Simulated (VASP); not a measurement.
# SiO2 (P4_12_12) in VASP: single point with PBE

Aim: the single point of SiO2 with PBE.

All numbers are computed with VASP 6.6.1; they aren't measurements. Logs are shortened: lines on timing, memory, paths and dates and some standing lists are left out, and cuts for length are marked.

**1. The cell of the first run**

Symmetry: P4_12_12, No. 92, tetragonal system. Conventional cell: a = 4.962 Å, b = 4.962 Å, c = 6.927 Å, α = 90.00°, β = 90.00°, γ = 90.00°. Within 2.1 Å of Si (site symmetry 2) lie 4 O at 1.60 Å. O (site symmetry 1) has 2 Si at 1.60 Å within 2.1 Å.

**2. Single point, PBE**

File INCAR:

```
SYSTEM = SiO2
PREC = Accurate
ENCUT = 520
EDIFF = 1E-6
ISMEAR = -1
SIGMA = 0.1455
LREAL = .False.
LASPH = .True.
NELM = 80
ALGO = Normal
ISIF = 2
LWAVE = .False.
LCHARG = .True.
GGA = PE
LELF = .True.
LVHAR = .True.
NBANDS = 44
```

File KPOINTS:

```
regular mesh
0
Gamma
  5 5 4
  0 0 0
```

File POSCAR:

```
SiO2
1.0
    4.9623897000      0.0000000000      0.0000000000
    0.0000000000      4.9623897000      0.0000000000
    0.0000000000      0.0000000000      6.9268143100
Si O
4 8
Direct
    0.3001700000      0.3001700000      0.0000000000
    0.1998300000      0.8001700000      0.2500000000
    0.6998300000      0.6998300000      0.5000000000
    0.8001700000      0.1998300000      0.7500000000
    0.2394400000      0.1049200000      0.1785200000
    0.3950800000      0.7394400000      0.4285200000
    0.7605600000      0.8950800000      0.6785200000
    0.6049200000      0.2605600000      0.9285200000
    0.7394400000      0.3950800000      0.5714800000
    0.8950800000      0.7605600000      0.3214800000
    0.2605600000      0.6049200000      0.0714800000
    0.1049200000      0.2394400000      0.8214800000
```

Potentials or basis: VASP PAW PBE potentials, release 64 (Si, O).

Started as:

```sh
> cat potpaw_PBE.64/Si/POTCAR potpaw_PBE.64/O/POTCAR > POTCAR
> mpirun -np 1 vasp_std > vasp.out
```

OUTCAR:

```text
SYSTEM = SiO2
   PREC = Accurate
   ENCUT = 520
   EDIFF = 1E-6
   ISMEAR = -1
   LREAL = .False.
   LASPH = .True.
   NELM = 80
   ISIF = 2
   GGA = PE

 ion  position               nearest neighbor table
   1  0.300  0.300  0.000-   5 1.60  12 1.60  11 1.60   8 1.60   2 3.07   4 3.07   2 3.07   4 3.07

   2  0.200  0.800  0.250-   6 1.60  11 1.60  10 1.60   5 1.60   1 3.07   3 3.07   1 3.07   3 3.07

   3  0.700  0.700  0.500-   7 1.60  10 1.60   9 1.60   6 1.60   2 3.07   4 3.07   4 3.07   2 3.07

   4  0.800  0.200  0.750-   8 1.60   9 1.60   7 1.60  12 1.60   1 3.07   3 3.07   3 3.07   1 3.07

   5  0.239  0.105  0.179-   1 1.60   2 1.60
   6  0.395  0.739  0.429-   2 1.60   3 1.60
   7  0.761  0.895  0.679-   3 1.60   4 1.60
   8  0.605  0.261  0.929-   4 1.60   1 1.60
   9  0.739  0.395  0.571-   4 1.60   3 1.60
  10  0.895  0.761  0.321-   3 1.60   2 1.60
  11  0.261  0.605  0.071-   2 1.60   1 1.60
  12  0.105  0.239  0.821-   1 1.60   4 1.60

  LATTYP: Found a simple tetragonal cell.
 ALAT       =     4.9623897000
 C/A-ratio  =     1.3958626244

  Lattice vectors:

 A1 = (   4.9623897000,   0.0000000000,   0.0000000000)
 A2 = (   0.0000000000,   4.9623897000,   0.0000000000)
 A3 = (   0.0000000000,   0.0000000000,   6.9268143100)

Analysis of symmetry for initial positions (statically):
=====================================================================
 Subroutine PRICEL returns:
 Original cell was already a primitive cell.

 Routine SETGRP: Setting up the symmetry group for a
 simple tetragonal supercell.

 Subroutine GETGRP returns: Found  8 space group operations
 (whereof  2 operations were pure point group operations)
 out of a pool of 16 trial point group operations.

The static configuration has the point symmetry C_2 .
 The point group associated with its full space group is D_4 .

Analysis of symmetry for dynamics (positions and initial velocities):
=====================================================================
 Subroutine PRICEL returns:
 Original cell was already a primitive cell.

 Routine SETGRP: Setting up the symmetry group for a
 simple tetragonal supercell.

 Subroutine GETGRP returns: Found  8 space group operations
 (whereof  2 operations were pure point group operations)
 out of a pool of 16 trial point group operations.

The dynamic configuration has the point symmetry C_2 .
 The point group associated with its full space group is D_4 .

 Subroutine INISYM returns: Found  8 space group operations
 (whereof  2 operations are pure point group operations),
 and found     1 'primitive' translations

----------------------------------------------------------------------------------------

                                     Primitive cell

  volume of cell :     170.5750

  direct lattice vectors                    reciprocal lattice vectors
     4.962389700  0.000000000  0.000000000     0.201515814  0.000000000  0.000000000
     0.000000000  4.962389700  0.000000000     0.000000000  0.201515814  0.000000000
     0.000000000  0.000000000  6.926814310     0.000000000  0.000000000  0.144366509

  length of vectors
     4.962389700  4.962389700  6.926814310     0.201515814  0.201515814  0.144366509

  position of ions in fractional coordinates (direct lattice)
     0.300170000  0.300170000  0.000000000
     0.199830000  0.800170000  0.250000000
     0.699830000  0.699830000  0.500000000
     0.800170000  0.199830000  0.750000000
     0.239440000  0.104920000  0.178520000
     0.395080000  0.739440000  0.428520000
     0.760560000  0.895080000  0.678520000
     0.604920000  0.260560000  0.928520000
     0.739440000  0.395080000  0.571480000
     0.895080000  0.760560000  0.321480000
     0.260560000  0.604920000  0.071480000
     0.104920000  0.239440000  0.821480000

  ion indices of the primitive-cell ions
   primitive index   ion index
                 1           1
                 2           2
                 3           3
                 4           4
                 5           5
                 6           6
                 7           7
                 8           8
                 9           9
                10          10
                11          11
                12          12

----------------------------------------------------------------------------------------

 KPOINTS: regular mesh

Automatic generation of k-mesh.
 Grid dimensions read from file:
 generate k-points for:    5    5    4

 Generating k-lattice:

  Cartesian coordinates                     Fractional coordinates (reciprocal lattice)
     0.040303163  0.000000000  0.000000000     0.200000000  0.000000000  0.000000000
     0.000000000  0.040303163  0.000000000     0.000000000  0.200000000  0.000000000
     0.000000000  0.000000000  0.036091627     0.000000000  0.000000000  0.250000000

  Length of vectors
     0.040303163  0.040303163  0.036091627

  Shift w.r.t. Gamma in fractional coordinates (k-lattice)
     0.000000000  0.000000000  0.000000000

 Subroutine IBZKPT returns following result:
 ===========================================

 Found     18 irreducible k-points:

 Following reciprocal coordinates:
            Coordinates               Weight
  0.000000  0.000000  0.000000      1.000000
  0.200000  0.000000  0.000000      4.000000
  0.400000  0.000000  0.000000      4.000000
  0.200000  0.200000  0.000000      4.000000
  0.400000  0.200000  0.000000      8.000000
  0.400000  0.400000  0.000000      4.000000
[... 10 lines left out ...]
  0.400000  0.200000  0.500000      8.000000
  0.400000  0.400000  0.500000      4.000000
   k-points           NKPTS =     18   k-points in BZ     NKDIM =     18   number of bands    NBANDS=     44
   number of dos      NEDOS =    301   number of ions     NIONS =     12
   total plane-waves  NPLWV =  86400
   dimension x,y,z NGX =    40 NGY =   40 NGZ =   54
   dimension x,y,z NGXF=    80 NGYF=   80 NGZF=  108
   ions per type =               4   8
   NGX,Y,Z   is equivalent  to a cutoff of  13.40, 13.40, 12.96 a.u.
   NGXF,Y,Z  is equivalent  to a cutoff of  26.80, 26.80, 25.92 a.u.
 SYSTEM =  SiO2
   PREC   = accura    normal or accurate (medium, high low for compatibility)
   ISTART =      0    job   : 0-new  1-cont  2-samecut
   ICHARG =      2    charge: 1-file 2-atom 10-const
   ISPIN  =      1    spin polarized calculation?
   LNONCOLLINEAR =      F non collinear calculations
   LSORBIT =      F    spin-orbit coupling
   LASPH  =      T    aspherical Exc in radial PAW
   ENCUT  =  520.0 eV  38.22 Ry    6.18 a.u.   9.23  9.23 12.88*2*pi/ulx,y,z
   NELM   =     80;   NELMIN=  2; NELMDL= -5     # of ELM steps
   EDIFF  = 0.1E-05   stopping-criterion for ELM
   LREAL  =      F    real-space projection
   EDIFFG = 0.1E-04   stopping-criterion for IOM
   NSW    =      0    number of steps for IOM
   IBRION =     -1    ionic relax: 0-MD 1-quasi-New 2-CG
   NFREE  =      0    steps in history (QN), initial steepest desc. (CG)
   ISIF   =      2    stress and relaxation
   ISYM   =      2    0-nonsym 1-usesym 2-fastsym
   POTIM  = 0.5000    time-step for ionic-motion
   TEBEG  =    0.0;   TEEND  =   0.0 temperature during run
   PSTRESS=    0.0 pullay stress
   NELECT =      64.0000    total number of electrons
   NUPDOWN=      -1.0000    fix difference up-down
   EMIN   =  10.00;   EMAX   =-10.00  energy-range for DOS
   EFERMI =   0.00;   METHOD = LEGACY
   ISMEAR =    -1;   SIGMA  =   0.15  broadening in eV -4-tet -1-fermi 0-gaus
   EFERMI_NEDOS =   21; number of points for ismear=-14 and -15
   IALGO  =     38    algorithm
   IMIX   =      4    mixing-type and parameters
     AMIX     =   0.40;   BMIX     =  1.00
     AMIX_MAG =   1.60;   BMIX_MAG =  1.00
  volume/ion in A,a.u.               =      14.21        95.92
  Fermi-wavevector in a.u.,A,eV,Ry     =   1.180764  2.231320 18.969288  1.394203
  Thomas-Fermi vector in A             =   2.317050
   LORBIT       =      0    0 simple, 1 ext, 2 COOP (PROOUT), +10 PAW based schemes
   GGA     = PE    functional components
   LHFCALC =     F    Hartree Fock is set to
   AEXX    =    0.0000 exact exchange contribution
   IVDW    =     0    specifies the selected vdW correction
   LEPSILON=     F    determine dielectric tensor
   LRPA    =     F    only Hartree local field effects (RPA)
 non-spin polarized calculation
  energy-cutoff  :      520.00
  volume of cell :      170.57
 maximum number of plane-waves:      4618
 NGX is ok and might be reduce to    40
   NGX = 19   NGY = 19   NGZ = 25

 number of electron      63.9999995 magnetization

 Free energy of the ion-electron system (eV)
  ---------------------------------------------------
  ext. energy  EPLUGINS =         0.00000000
  ---------------------------------------------------
  free energy    TOTEN  =       -94.71884623 eV

  energy without entropy =      -94.71884622  energy(sigma->0) =      -94.71884622

 E-fermi :   3.3206     XC(G=0):  -8.4335

 val. band max:        0.1752988314   @ k =   0.0000   0.0000   0.0000
 cond. band min:       5.9987961940   @ k =   0.0000   0.0000   0.0000
 fundamental gap:      5.8234973625
 Fermi energy:         3.3206239174

 k-point     1 :       0.0000    0.0000    0.0000
  band No.  band energies     occupation
      1     -19.3822      2.00000
      2     -18.4640      2.00000
      3     -18.4640      2.00000
      4     -17.2736      2.00000
      5     -17.2204      2.00000
      6     -17.2178      2.00000
[... 36 lines left out ...]
     43      11.7164      0.00000
     44      11.7774      0.00000

 k-point     2 :       0.2000    0.0000    0.0000
  band No.  band energies     occupation
      1     -19.2981      2.00000
      2     -18.5499      2.00000
      3     -18.3632      2.00000
      4     -17.3516      2.00000
      5     -17.2786      2.00000
      6     -17.2429      2.00000
[... 744 lines left out ...]
 k-point    18 :       0.4000    0.4000    0.5000
  band No.  band energies     occupation
      1     -18.6495      2.00000
      2     -18.6495      2.00000
      3     -18.1963      2.00000
      4     -18.1963      2.00000
      5     -17.2813      2.00000
      6     -17.2813      2.00000
[... 36 lines left out ...]
     43      11.1768      0.00000
     44      11.1768      0.00000

------------------------ aborting loop because EDIFF is reached ----------------------------------------

  FORCE on cell =-STRESS in cart. coord.  units (eV):
  Direction    XX          YY          ZZ          XY          YZ          ZX
  --------------------------------------------------------------------------------------
  -------------------------------------------------------------------------------------
  Total        8.6011644      8.6011644      9.3691748     -0.0000000      0.0000000     -0.0000000
  in kB       80.7890594     80.7890594     88.0028310     -0.0000000      0.0000000     -0.0000000
  external PRESSURE =      83.1936500 kB  Pullay stress =       0.0000000 kB

 VOLUME and BASIS-vectors are now :
 -----------------------------------------------------------------------------
  energy-cutoff  :      520.00
  volume of cell :      170.57
      direct lattice vectors                 reciprocal lattice vectors
     4.962389700  0.000000000  0.000000000     0.201515814  0.000000000  0.000000000
     0.000000000  4.962389700  0.000000000     0.000000000  0.201515814  0.000000000
     0.000000000  0.000000000  6.926814310     0.000000000  0.000000000  0.144366509

 POSITION                                       TOTAL-FORCE (eV/Angst)
 -----------------------------------------------------------------------------------
      1.48956      1.48956      0.00000         0.096257      0.096257     -0.000000
      0.99163      3.97076      1.73170        -0.096257      0.096257     -0.000000
      3.47283      3.47283      3.46341        -0.096257     -0.096257     -0.000000
      3.97076      0.99163      5.19511         0.096257     -0.096257     -0.000000
      1.18819      0.52065      1.23657        -0.086723      0.165592      0.488225
      1.96054      3.66939      2.96828        -0.165592     -0.086723      0.488225
      3.77420      4.44174      4.69998         0.086723     -0.165592      0.488225
      3.00185      1.29300      6.43169         0.165592      0.086723      0.488225
      3.66939      1.96054      3.95854        -0.086723     -0.165592     -0.488225
      4.44174      3.77420      2.22683        -0.165592      0.086723     -0.488225
      1.29300      3.00185      0.49513         0.086723      0.165592     -0.488225
      0.52065      1.18819      5.69024         0.165592     -0.086723     -0.488225
 -----------------------------------------------------------------------------------
    total drift:                                0.000000     -0.000000     -0.000000

  FREE ENERGIE OF THE ION-ELECTRON SYSTEM (eV)
  ---------------------------------------------------
  free  energy   TOTEN  =       -94.7188462256 eV

  energy  without entropy=      -94.7188462238  energy(sigma->0) =      -94.71884622
```

It took 6.5 min on 1 thread of AMD EPYC, shared host; peak memory 0.28 GiB.

What came out:

```
Free energy            : -94.7188 eV
Pressure               : 8.3 GPa
Largest force          : 0.523 eV/Å
Band gap on the k mesh : 5.82 eV
```

Forces on the atoms (eV/Å):
```
Si   0.096  0.096  0.000
Si  -0.096  0.096  0.000
Si  -0.096 -0.096  0.000
Si   0.096 -0.096  0.000
O   -0.087  0.166  0.488
O   -0.166 -0.087  0.488
O    0.087 -0.166  0.488
O    0.166  0.087  0.488
O   -0.087 -0.166 -0.488
O   -0.166  0.087 -0.488
O    0.087  0.166 -0.488
O    0.166 -0.087 -0.488
```

Stress tensor (GPa, compression positive):
```
8.08 0.00 0.00
0.00 8.08 0.00
0.00 0.00 8.80
```

Caveat: the cell stands under pressure; an odd mesh through Γ misses points on the zone boundary, where band edges can lie.
